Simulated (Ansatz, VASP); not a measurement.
## One calculation of MnPbO3, two programs

File INCAR:

```
PREC = Accurate
ENCUT = 520
EDIFF = 1E-6
ISMEAR = -1
SIGMA = 0.1
LREAL = False
LASPH = True
NELM = 150
ALGO = Normal
ISIF = 2
LWAVE = False
LCHARG = False
ISPIN = 2
MAGMOM = 5.2 0 0 0 0
LORBIT = 11
LMAXMIX = 4
LDAU = True
LDAUTYPE = 2
LDAUL = 2 -1 -1
LDAUU = 1.5 0 0
LDAUJ = 0 0 0
LDAUPRINT = 1
NBANDS = 34
```

KPOINTS

```
Automatic mesh
0
Gamma
  6 6 6
```

File POSCAR:

```
MnPbO3
1.0
    3.9146330000      0.0000000000      0.0000000000
    0.0000000000      3.9146330000      0.0000000000
    0.0000000000      0.0000000000      3.9146330000
Mn Pb O
1 1 3
Direct
    0.5000000000      0.5000000000      0.5000000000
    0.0000000000      0.0000000000      0.0000000000
    0.0000000000      0.5000000000      0.5000000000
    0.5000000000      0.0000000000      0.5000000000
    0.5000000000      0.5000000000      0.0000000000
```

Input for Ansatz:

```yaml
crystal:
  lattice:
    a: 3.914633
    b: 3.914633
    c: 3.914633
    alpha: 90.0
    beta: 90.0
    gamma: 90.0
  atoms:
    - { symbol: Mn, position: [0.5, 0.5, 0.5] }
    - { symbol: Pb, position: [0.0, 0.0, 0.0] }
    - { symbol: O, position: [0.0, 0.5, 0.5] }
    - { symbol: O, position: [0.5, 0.0, 0.5] }
    - { symbol: O, position: [0.5, 0.5, 0.0] }
basis:
  ecutwfc: 450.0
kpoints:
  mp_grid:
    grid: [6, 6, 6]
hamiltonian:
  xc: lda
  hubbard:
    - { species: Mn, l: d, u_eff: 1.5 }
magnetization:
  spin_polarized: true
  per_species:
    Mn: 5.2
scf:
  occupations:
    method: fermi_dirac
    width: 0.1
output:
  eigenvalues: true
```

Alike in both runs: task single point; functional LDA; k mesh 6 × 6 × 6; occupations fermi-dirac, width 0.1 eV; collinear spin; Hubbard terms Mn d U = 1.5 eV.

|  | VASP | Ansatz |
| --- | --- | --- |
| version | VASP 6.6.1 | Ansatz 0.2.0 |
| potentials or method | VASP PAW LDA potentials, release 64 (Mn_pv, Pb_d, O), cutoff 520 eV | plane waves, PAW |
| valence electrons in the cell | 45 | 47 |

VASP gave:

| Property | Result |
| --- | --- |
| gap on the k mesh at the Fermi level (eV) | none |
| net moment per atom (μB) | 0.60 |
| size of the moment on the site where the two differ most (μB) | 3.00 |

Task: What did Ansatz give for the same quantities?

Result: gap on the k mesh at the Fermi level (eV): none; net moment per atom (μB): 0.60; size of the moment on the site where the two differ most (μB): 2.74.

LDA's correlation is that of Perdew and Zunger in VASP and of Perdew and Wang (1992) in Ansatz. Site moments also hang on the region over which each program counts them. The programs project onto different local orbitals, so the same U acts differently, and such runs can settle in different states. A gap of «none» marks a metal or a gap that the smearing closes. VASP's potentials hold 45 valence electrons a cell and Ansatz's 47, so a difference there can come from the potentials and not from the codes. Ansatz's warnings: filled band counts differ across k points, given moment on shells.

Neither program's run includes spin-orbit coupling.
